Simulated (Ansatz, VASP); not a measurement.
## One calculation of Be, two programs

```xyz
2
Lattice="2.2853 0.0000 0.0000 -1.1426 1.9791 0.0000 0.0000 0.0000 3.5842" Properties=species:S:1:pos:R:3 pbc="T T T"
Be    1.1427    0.6597    2.6882
Be    0.0000    1.3194    0.8961
```

Alike in both runs: task relaxation of cell and atoms; functional PBEsol; k mesh 13 × 13 × 8; occupations fermi-dirac, width 0.05 eV; no spin polarisation.

|  | VASP | Ansatz |
| --- | --- | --- |
| version | VASP 6.6.1 | Ansatz 0.2.0 |
| potentials or method | VASP PAW PBE potentials, release 64 (Be) | Ansatz PAW |
| plane-wave cutoff (eV) | 600 | 420 |
| valence electrons in the cell | 4 | 4 |

```csv
,VASP,Ansatz,Ansatz less VASP
"gap on the k mesh at the Fermi level, each at its own relaxed structure (eV)",none,none,-
relaxed volume (Å³/atom),7.86,7.85,-0.019
relaxed cell length with the largest relative difference (Å),2.263,2.261,-0.0020
```

VASP's potentials were made for PBE, not for PBEsol. A gap of «none» marks a metal or a gap that the smearing closes.

Noted on Ansatz's run: the plane-wave basis is chosen anew once the cell has moved, so the energies of steps on either side of that aren't comparable.
